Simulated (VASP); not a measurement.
Write the native input for VASP 6.6.1 that does the following.

```
Task                   : relaxation of cell and atoms
Functional             : PBE
Potentials or basis    : VASP PAW PBE potentials, release 64 (Pd, Pt, Se)
Cutoff                 : 600 eV
k mesh                 : 12 × 12 × 8
Occupations            : fermi-dirac, width 0.15 eV
Spin                   : no spin polarisation
Dipole correction      : no
Further INCAR settings : ALGO = Normal; EDIFF = 1e-06; IBRION = 2; EDIFFG = -0.001; NSW = 80; ISIF = 3
```

The structure of PdPtSe2 lies in POSCAR:

```
PdPtSe2
1.0
    3.9135020408      0.0000000000      0.0000000000
   -1.9567510204      3.3891921851      0.0000000000
    0.0000000000      0.0000000000      5.7364665192
Pd Pt Se
1 1 2
Direct
    0.0000000000      0.0000000000      0.5000000000
    0.0000000000      0.0000000000      0.0000000000
    0.3333333333      0.6666666667      0.7672855022
    0.6666666667      0.3333333333      0.2327144978
```

One way to write it, as run:

INCAR

```
SYSTEM = PdPtSe2
PREC = Accurate ; ENCUT = 600
EDIFF = 1E-6 ; ISMEAR = -1
SIGMA = 0.15 ; LREAL = .False.
LASPH = .True. ; NELM = 60
ALGO = Normal ; ISIF = 3
LWAVE = .False. ; LCHARG = .False.
GGA = PE ; IBRION = 2
NSW = 80 ; EDIFFG = -0.001
```

KPOINTS

```
Automatic mesh
0
Gamma
  12 12 8
  0 0 0
```

Potentials or basis: VASP PAW PBE potentials, release 64 (Pd, Pt, Se).

Command:

```sh
$ cat potpaw_PBE.64/Pd/POTCAR potpaw_PBE.64/Pt/POTCAR potpaw_PBE.64/Se/POTCAR > POTCAR
$ mpirun -np 1 vasp_std > vasp.out
```

Results of the run:

The relaxed volume is 19.03 Å³/atom, the relaxed cell is a = 3.924 Å, b = 3.924 Å, c = 5.708 Å, α = 90.00°, β = 90.00°, γ = 120.00° and the space group after relaxing (to 0.05 Å) is P-3m1 (No. 164). The energy gained by relaxing is 0.2 meV/atom and the ionic steps are 17. The pressure after relaxing is 0.0 GPa. The band gap on the k mesh is zero (band 16 reaches 7.37 eV, above the bottom of band 17 at 6.85 eV).

Caveat: spin-orbit coupling is left out, which moves the levels of the heavy elements.

Run time: 28 min on 1 thread of Intel Xeon 8259CL, with other jobs on the host, peak memory 0.45 GiB.
